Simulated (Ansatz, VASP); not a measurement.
# One calculation of Hg, two programs

```xyz
3
Lattice="4.4786 0.0000 0.0000 -2.2393 3.8786 0.0000 0.0000 0.0000 3.8177" Properties=species:S:1:pos:R:3 pbc="T T T"
Hg    2.2393    1.2929    1.9088
Hg    0.0000    0.0000    0.0000
Hg    0.0000    2.5857    1.9088
```

Alike in both runs: task single point; functional PBE; k mesh 7 × 7 × 7; occupations fermi-dirac, width 0.05 eV; no spin polarisation.

```csv
,VASP,Ansatz
version,VASP 6.6.1,Ansatz 0.2.0
potentials or method,"VASP PAW PBE potentials, release 64 (Hg_sv_GW)",Ansatz PAW
plane-wave cutoff (eV),550,420
valence electrons in the cell,60,60
```

VASP gave:

```
gap on the k mesh at the Fermi level (eV)                     : none
pressure (GPa)                                                : 16.6
traceless stress, the component that is largest in VASP (GPa) : -11.23
```

**Question.** Which values does Ansatz return?

**Answer.** gap on the k mesh at the Fermi level (eV): none; pressure (GPa): 16.8; traceless stress, the component that is largest in VASP (GPa): -11.15.

A gap of «none» marks a metal or a gap that the smearing closes.

Spin-orbit coupling is off throughout.
